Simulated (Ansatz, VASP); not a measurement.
**EuS: VASP beside Ansatz**

```
Eu S
1.0
     0.00000    2.97850    2.97850
     2.97850    0.00000    2.97850
     5.95700    5.95700    0.00000
Eu S
2 2
Direct
  0.50000 0.50000 0.25000
  0.50000 0.50000 0.75000
  0.00000 0.00000 0.00000
  0.00000 0.00000 0.50000
```

Alike in both runs: task single point; functional PBEsol; k mesh 8 × 8 × 4; occupations gaussian, width 0.05 eV; collinear spin; Hubbard terms Eu f U = 6.0 eV.

|  | VASP | Ansatz |
| --- | --- | --- |
| version | VASP 6.6.1 | Ansatz 0.2.0 |
| potentials or method | VASP PAW PBE potentials, release 64 (Eu, S), cutoff 600 eV | scalar-relativistic, plane waves, PAW |
| valence electrons in the cell | 46 | 46 |

VASP gave:

| Item | Value |
| --- | --- |
| gap on the k mesh at the Fermi level (eV) | 0.76 |
| least direct gap on the mesh (eV) | 0.92 |
| pressure (GPa) | -1.7 |
| net moment per atom (μB) | 0.00 |
| size of the moment on the site where the two differ most (μB) | 6.73 |

**Question.** What did Ansatz give for the same quantities?

**Answer.** gap on the k mesh at the Fermi level (eV): 1.16; least direct gap on the mesh (eV): 1.47; pressure (GPa): -2.0; net moment per atom (μB): 0.00; size of the moment on the site where the two differ most (μB): 6.86.

VASP's potentials were made for PBE, not for PBEsol. Site moments also hang on the region over which each program counts them. The programs project onto different local orbitals, so the same U acts differently, and such runs can settle in different states. Ansatz's warnings: stability check not made.

Spin-orbit coupling is off throughout.
